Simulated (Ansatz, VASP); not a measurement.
## Two plane-wave programs on BP

INCAR

```
SYSTEM = BP
PREC = Accurate ; ENCUT = 500
EDIFF = 1E-6 ; ISMEAR = 0
SIGMA = 0.1 ; LREAL = .FALSE.
LASPH = .TRUE. ; NELM = 120
ALGO = Normal ; ISIF = 2
LWAVE = .FALSE. ; LCHARG = .FALSE.
GGA = PE ; NBANDS = 11
GGA_COMPAT = .FALSE.
```

The input KPOINTS:

```
regular mesh
0
G
  8 8 8
  0 0 0
```

The input POSCAR:

```
BP
1.0
    0.0000000000      2.2660723800      2.2660723800
    2.2660723800      0.0000000000      2.2660723800
    2.2660723800      2.2660723800      0.0000000000
B P
1 1
Direct
    0.0000000000      0.0000000000      0.0000000000
    0.2500000000      0.2500000000      0.2500000000
```

Input for Ansatz:

```yaml
crystal:
  lattice:
    - [0.0, 2.26607238, 2.26607238]
    - [2.26607238, 0.0, 2.26607238]
    - [2.26607238, 2.26607238, 0.0]
  atoms:
    - { symbol: B, position: [0.0, 0.0, 0.0] }
    - { symbol: P, position: [0.25, 0.25, 0.25] }
basis:
  ecutwfc: 420
kpoints:
  mp_grid: { grid: [8, 8, 8] }
hamiltonian:
  xc: pbe
  pseudopotentials: { kind: paw }
scf:
  occupations: { method: gaussian, width: 0.1 }
output:
  forces: true
  stress: true
  eigenvalues: true
```

Alike in both runs: task single point; functional PBE; k mesh 8 × 8 × 8; occupations gaussian, width 0.1 eV; no spin polarisation.

|  | VASP | Ansatz |
| --- | --- | --- |
| version | VASP 6.6.1 | Ansatz 0.2.0 |
| potentials or method | VASP PAW PBE potentials, release 64 (B, P), cutoff 500 eV | scalar-relativistic, plane waves, PAW |
| valence electrons in the cell | 8 | 8 |

|  | VASP | Ansatz | Ansatz less VASP |
| --- | --- | --- | --- |
| gap on the k mesh at the Fermi level (eV) | 1.26 | 1.27 | +0.004 |
| least direct gap on the mesh (eV) | 3.41 | 3.41 | +0.003 |
| pressure (GPa) | 1.6 | 1.8 | +0.24 |
